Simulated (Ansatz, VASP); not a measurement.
# Ge: VASP beside Ansatz

INCAR

```
SYSTEM = Ge
PREC = Accurate
ENCUT = 600
EDIFF = 1E-6
ISMEAR = -1
SIGMA = 0.05
LREAL = .FALSE.
LASPH = .TRUE.
NELM = 80
ALGO = Normal
ISIF = 3
LWAVE = .FALSE.
LCHARG = .FALSE.
GGA = PE
IVDW = 12
IBRION = 2
NSW = 60
EDIFFG = -0.01
```

The input KPOINTS:

```
regular mesh
0
G
  11 11 10
  0 0 0
```

File POSCAR:

```
Ge
1.0
    1.3971490000     -2.6005160000      0.0000000000
    1.3971490000      2.6005160000      0.0000000000
    0.0000000000      0.0000000000      2.6982310000
Ge
1
Direct
    0.5000000000      0.5000000000      0.0000000000
```

Contents of input.yaml:

```yaml
crystal:
  lattice:
    - [1.397149, -2.600516, 0.0]
    - [1.397149, 2.600516, 0.0]
    - [0.0, 0.0, 2.698231]
  atoms:
    - { symbol: Ge, position: [0.5, 0.5, 0.0] }
hamiltonian:
  xc: pbe
  pseudopotentials: { kind: paw }
  dispersion: d3bj
kpoints:
  mp_grid: { grid: [11, 11, 10] }
scf:
  occupations: { method: fermi_dirac, width: 0.05 }
output:
  forces: true
  stress: true
  eigenvalues: true
relax:
  f_tol: 0.01
  max_steps: 40
  cell: { stress_tol: 0.05 }
```

Alike in both runs: task relaxation of cell and atoms; functional PBE; dispersion D3(BJ); k mesh 11 × 11 × 10; occupations fermi-dirac, width 0.05 eV; no spin polarisation.

```csv
,VASP,Ansatz
version,VASP 6.6.1,Ansatz 0.2.0
potentials or method,"VASP PAW PBE potentials, release 64 (Ge_d)",Ansatz PAW
plane-wave cutoff (eV),600,420
valence electrons in the cell,14,14
```

Ansatz gave:

| Item | Value |
| --- | --- |
| gap on the k mesh at the Fermi level, each at its own relaxed structure (eV) | none |
| relaxed volume (Å³/atom) | 18.56 |
| relaxed cell length with the largest relative difference (Å) | 2.836 |

Task: Estimate VASP's values.

Result: gap on the k mesh at the Fermi level, each at its own relaxed structure (eV): none; relaxed volume (Å³/atom): 18.59; relaxed cell length with the largest relative difference (Å): 2.841.

A gap of «none» marks a metal or a gap that the smearing closes.

Noted on Ansatz's run: the plane-wave basis is chosen anew once the cell has moved, so the energies of steps on either side of that aren't comparable.
